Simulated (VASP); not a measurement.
Wanted: the native input for a VASP 6.6.1 run.

* Task: single point
* Functional: PBEsol
* Potentials or basis: VASP PAW PBE potentials, release 64 (Sn_d)
* Cutoff: 520 eV
* k mesh: 12 × 12 × 12
* Occupations: gaussian, width 0.15 eV
* Spin: no spin polarisation
* Dipole correction: no
* Further INCAR settings: ALGO = Fast; EDIFF = 1e-06; NBANDS = 21

The structure of Sn lies in POSCAR:

```
Sn
1.0
    0.0000000000      3.1969160000      3.2456000000
    3.2942840000      0.0000000000      3.2456000000
    3.2942840000      3.1969160000      0.0000000000
Sn
2
Direct
    0.5000000000      0.5000000000      0.5000000000
    0.7500000000      0.7500000000      0.7500000000
```

This cell differs from its parent crystal: strain +0.0150 x Voigt [1, -1, 0, 0, 0, 0].

These files were run (other wordings do the same):

INCAR

```
SYSTEM = Sn
ALGO = Fast
EDIFF = 1E-6
ENCUT = 520
GGA = PS
ISIF = 2
ISMEAR = 0
LASPH = .True.
LCHARG = .True.
LELF = .True.
LREAL = .False.
LVHAR = .True.
LWAVE = .False.
NBANDS = 21
NELM = 100
PREC = Accurate
SIGMA = 0.15
```

KPOINTS

```
k-points
0
Gamma
  12 12 12
  0 0 0
```

Potentials or basis: VASP PAW PBE potentials, release 64 (Sn_d).

Run with:

```sh
$ cat potpaw_PBE.64/Sn_d/POTCAR > POTCAR
$ mpirun -np 1 vasp_std > vasp.out
```

It gave:

```
Pressure               : 0.9 GPa
Band gap on the k mesh : zero (bands 14 and 15 overlap by 0.16 eV)
```

Caveat: the cell differs from its parent crystal (strain +0.0150 x Voigt [1, -1, 0, 0, 0, 0]); the PAW data sets were made with another functional, which shifts forces and pressure a little; spin-orbit coupling is left out, which moves the levels of the heavy elements.

Run time: 2.5 min on 1 thread of Intel(R) Xeon(R) 6975P-C (Granite Rapids) (shared host), peak memory 0.44 GiB.
